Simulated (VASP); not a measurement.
# SnO (C2) in VASP: single point with PBEsol+D3(BJ)

Aim: the single point of SnO with PBEsol+D3(BJ).

Everything below comes from runs of VASP 6.6.1. Logs are shortened: lines on timing, memory, paths and dates and some standing lists are left out, and cuts for length are marked.

## 1. The cell of the first run

It takes space group C2 (No. 5, monoclinic). Conventional cell: a = 5.332 Å, b = 5.332 Å, c = 4.563 Å, α = 90.00°, β = 90.00°, γ = 90.00°. Sn (site symmetry 1) has 4 O at 2.15 to 2.27 Å within 2.8 Å. Within 2.8 Å of O (site symmetry 2) lie 4 Sn at 2.15 to 2.27 Å and 4 O at 2.57 to 2.77 Å. O (site symmetry 2) has 4 Sn at 2.21 Å and 4 O at 2.57 to 2.77 Å within 2.9 Å.

## 2. Single point, PBEsol+D3(BJ) (atom 3 (O) moved -0.100 Å along Cartesian [1 1 0])

File INCAR:

```
PREC = Accurate
ENCUT = 600
EDIFF = 1E-6
ISMEAR = 0
SIGMA = 0.15
LREAL = F
LASPH = T
NELM = 120
ALGO = Normal
ISIF = 2
LWAVE = F
LCHARG = T
GGA = PS
IVDW = 12
LELF = T
LVHAR = T
NBANDS = 28
GGA_COMPAT = F
```

File KPOINTS:

```
regular mesh
0
Gamma
  12 12 10
```

File POSCAR:

```
SnO
1.0
    3.7703910616      0.0000000000      0.0000000000
    0.0000000000      3.7703910616      0.0000000000
    0.0000000000      0.0000000000      4.5633702865
Sn O
2 2
Direct
    0.0000000000      0.5000000000      0.2532585894
    0.5000000000      0.0000000000      0.7467414106
   -0.0187542027     -0.0187542027      0.0000000000
    0.5000000000      0.5000000000      0.0000000000
```

Potentials or basis: VASP PAW PBE potentials, release 64 (Sn_d, O).

Started as:

```sh
> cat potpaw_PBE.64/Sn_d/POTCAR potpaw_PBE.64/O/POTCAR > POTCAR
> mpirun -np 1 vasp_std > vasp.out
```

OUTCAR:

```text
PREC = Accurate
   ENCUT = 600
   EDIFF = 1E-6
   ISMEAR = 0
   LREAL = F
   LASPH = T
   NELM = 120
   ISIF = 2
   GGA = PS
   IVDW = 12
 IVDW          = 12

 ion  position               nearest neighbor table
   1  0.000  0.500  0.253-   3 2.15   4 2.21   4 2.21   3 2.27   2 3.49   2 3.49   2 3.49   2 3.49
                             2 3.53   2 3.53   2 3.53   2 3.53
   2  0.500  0.000  0.747-   3 2.15   4 2.21   4 2.21   3 2.27   1 3.49   1 3.49   1 3.49   1 3.49
                             1 3.53   1 3.53   1 3.53   1 3.53
   3  0.981  0.981  0.000-   1 2.15   2 2.15   2 2.27   1 2.27
   4  0.500  0.500  0.000-   1 2.21   2 2.21   2 2.21   1 2.21

  LATTYP: Found a simple tetragonal cell.
 ALAT       =     3.7703910616
 C/A-ratio  =     1.2103175007

  Lattice vectors:

 A1 = (   3.7703910616,   0.0000000000,   0.0000000000)
 A2 = (   0.0000000000,   3.7703910616,   0.0000000000)
 A3 = (   0.0000000000,   0.0000000000,   4.5633702865)

Analysis of symmetry for initial positions (statically):
=====================================================================
 Subroutine PRICEL returns:
 Original cell was already a primitive cell.

 Routine SETGRP: Setting up the symmetry group for a
 simple tetragonal supercell.

 Subroutine GETGRP returns: Found  2 space group operations
 (whereof  2 operations were pure point group operations)
 out of a pool of 16 trial point group operations.

The static configuration has the point symmetry C_2 .

Analysis of symmetry for dynamics (positions and initial velocities):
=====================================================================
 Subroutine PRICEL returns:
 Original cell was already a primitive cell.

 Routine SETGRP: Setting up the symmetry group for a
 simple tetragonal supercell.

 Subroutine GETGRP returns: Found  2 space group operations
 (whereof  2 operations were pure point group operations)
 out of a pool of 16 trial point group operations.

The dynamic configuration has the point symmetry C_2 .

 Subroutine INISYM returns: Found  2 space group operations
 (whereof  2 operations are pure point group operations),
 and found     1 'primitive' translations

----------------------------------------------------------------------------------------

                                     Primitive cell

  volume of cell :      64.8722

[... 91 lines left out ...]
   NELM   =    120;   NELMIN=  2; NELMDL= -5     # of ELM steps
   EDIFF  = 0.1E-05   stopping-criterion for ELM
   LREAL  =      F    real-space projection
   EDIFFG = 0.1E-04   stopping-criterion for IOM
   NSW    =      0    number of steps for IOM
   IBRION =     -1    ionic relax: 0-MD 1-quasi-New 2-CG
   NFREE  =      0    steps in history (QN), initial steepest desc. (CG)
   ISIF   =      2    stress and relaxation
   ISYM   =      2    0-nonsym 1-usesym 2-fastsym
   POTIM  = 0.5000    time-step for ionic-motion
   TEBEG  =    0.0;   TEEND  =   0.0 temperature during run
   PSTRESS=    0.0 pullay stress
   NELECT =      40.0000    total number of electrons
   NUPDOWN=      -1.0000    fix difference up-down
   EMIN   =  10.00;   EMAX   =-10.00  energy-range for DOS
   EFERMI =   0.00;   METHOD = LEGACY
   ISMEAR =     0;   SIGMA  =   0.15  broadening in eV -4-tet -1-fermi 0-gaus
   EFERMI_NEDOS =   21; number of points for ismear=-14 and -15
   IALGO  =     38    algorithm
   IMIX   =      4    mixing-type and parameters
     AMIX     =   0.40;   BMIX     =  1.00
     AMIX_MAG =   1.60;   BMIX_MAG =  1.00
  volume/ion in A,a.u.               =      16.22       109.44
  Fermi-wavevector in a.u.,A,eV,Ry     =   1.393398  2.633141 26.416518  1.941559
  Thomas-Fermi vector in A             =   2.517048
   LORBIT       =      0    0 simple, 1 ext, 2 COOP (PROOUT), +10 PAW based schemes
   GGA     = PS    functional components
   LHFCALC =     F    Hartree Fock is set to
   AEXX    =    0.0000 exact exchange contribution
   IVDW    =    12    specifies the selected vdW correction
   LEPSILON=     F    determine dielectric tensor
   LRPA    =     F    only Hartree local field effects (RPA)
 non-spin polarized calculation
 Gauss-broadening in eV      SIGMA  =   0.15
  energy-cutoff  :      600.00
  volume of cell :       64.87
 maximum number of plane-waves:      2198
   NGX = 15   NGY = 15   NGZ = 19

 number of electron      40.0000020 magnetization

 Free energy of the ion-electron system (eV)
  ---------------------------------------------------
  ext. energy  EPLUGINS =         0.00000000
  ---------------------------------------------------
  free energy    TOTEN  =       -24.14729961 eV

  energy without entropy =      -24.14269485  energy(sigma->0) =      -24.14499723

 E-fermi :   7.9711     XC(G=0): -10.9329

 val. band max:        7.9579238003   @ k =   0.0833   0.0833   0.1000
 cond. band min:       7.9727086978   @ k =   0.5000   0.4167   0.0000
 fundamental gap:      0.0147848975
 Fermi energy:         7.9711313937

 k-point     1 :       0.0000    0.0000    0.0000
  band No.  band energies     occupation
      1     -14.1022      2.00000
      2     -13.6470      2.00000
      3     -13.6314      2.00000
      4     -13.6035      2.00000
      5     -13.5711      2.00000
      6     -13.5687      2.00000
[... 733 lines left out ...]
     27      16.0910      0.00000
     28      16.5888      0.00000

 [... further k-points ...]

------------------------ aborting loop because EDIFF is reached ----------------------------------------

 Edisp (eV)   -0.93355

 E8    (eV) :    -0.6178

  FORCE on cell =-STRESS in cart. coord.  units (eV):
  Direction    XX          YY          ZZ          XY          YZ          ZX
  --------------------------------------------------------------------------------------
  -------------------------------------------------------------------------------------
  Total       0.23799     0.23799     0.16791     0.06413    -0.30252     0.30252
  in kB       5.87767     5.87767     4.14707     1.58392    -7.47155     7.47151
  external pressure =        5.30 kB  Pullay stress =        0.00 kB

 VOLUME and BASIS-vectors are now :
 -----------------------------------------------------------------------------
  energy-cutoff  :      600.00
  volume of cell :       64.87
      direct lattice vectors                 reciprocal lattice vectors
     3.770391062  0.000000000  0.000000000     0.265224478  0.000000000  0.000000000
     0.000000000  3.770391062  0.000000000     0.000000000  0.265224478  0.000000000
     0.000000000  0.000000000  4.563370286     0.000000000  0.000000000  0.219136282

 POSITION                                       TOTAL-FORCE (eV/Angst)
 -----------------------------------------------------------------------------------
      0.00000      1.88520      1.15571        -0.056954     -0.240749      0.127850
      1.88520      0.00000      3.40766        -0.240749     -0.056954     -0.127850
      3.69968      3.69968      0.00000         0.629804      0.629804      0.000000
      1.88520      1.88520      0.00000        -0.332101     -0.332101      0.000000
 -----------------------------------------------------------------------------------
    total drift:                                0.000100      0.000101     -0.000001

  FREE ENERGIE OF THE ION-ELECTRON SYSTEM (eV)
  ---------------------------------------------------
  free  energy   TOTEN  =       -25.0808470696 eV

  energy  without entropy=      -25.0762423034  energy(sigma->0) =      -25.07854469
```

stdout:

```text
POSCAR found type information on POSCAR SnO
 POSCAR found :  2 types and       4 ions
 scaLAPACK will be used
 -----------------------------------------------------------------------------
|                                                                             |
|                                                                             |
|     You enforced a specific xc type in the INCAR file but a different       |
|     I HOPE YOU KNOW WHAT YOU ARE DOING!                                     |
|                                                                             |
 -----------------------------------------------------------------------------

 LDA part: xc-table for (Slater+PW92), standard interpolation
 POSCAR, INCAR and KPOINTS ok, starting setup
 FFT: planning ... GRIDC
 FFT: planning ... GRID_SOFT
 FFT: planning ... GRID
 WAVECAR not read
 entering main loop
```

It took 11 min on 1 thread of Oxide Virtual Turin-like, shared host; peak memory 0.72 GiB.

What came out:

| Property | Result |
| --- | --- |
| Free energy | -25.0808 eV |
| Pressure | 0.5 GPa |
| Largest force | 0.891 eV/Å |
| Band gap on the k mesh | zero (bands 20 and 21 overlap by 0.48 eV) |
| Dispersion energy per atom | -0.233 eV |

Forces in eV/Å, atoms in the order of the input:
```
Sn  -0.057 -0.241  0.128
Sn  -0.241 -0.057 -0.128
O    0.630  0.630  0.000
O   -0.332 -0.332  0.000
```

Levels at points of the mesh, in eV from the Fermi level:
```
           k point  band 16  band 17  band 18  band 19  band 20  band 21  band 22  band 23  band 24  band 25
(0.00, 0.00, 0.00)    -6.54    -3.66    -3.30    -3.26     0.02     2.35     4.28     4.34     5.12     6.01
(0.50, 0.00, 0.00)    -5.18    -5.14    -4.88    -3.04    -2.98     3.29     3.69     5.70     5.81     6.46
(0.50, 0.50, 0.00)    -5.30    -2.61    -2.60    -1.98    -1.97    -0.45    -0.43     4.44     4.45     7.95
(0.00, 0.00, 0.50)    -3.77    -3.34    -3.28    -2.62    -2.30     1.64     2.43     2.50     3.41     7.88
(0.50, 0.00, 0.50)    -5.76    -5.12    -4.82    -1.90    -1.76     2.83     2.90     5.06     5.15     6.92
(0.50, 0.50, 0.50)    -6.01    -3.09    -3.08    -2.62    -2.59     2.12     2.14     4.45     4.57     5.76
```

Caveat: the cell differs from its parent crystal (atom 3 (O) moved -0.100 Å along Cartesian [1 1 0]); semilocal functionals underestimate gaps, and a narrow one can read as zero; the PAW data sets were made with another functional, which shifts forces and pressure a little; spin-orbit coupling is left out, which moves the levels of the heavy elements.
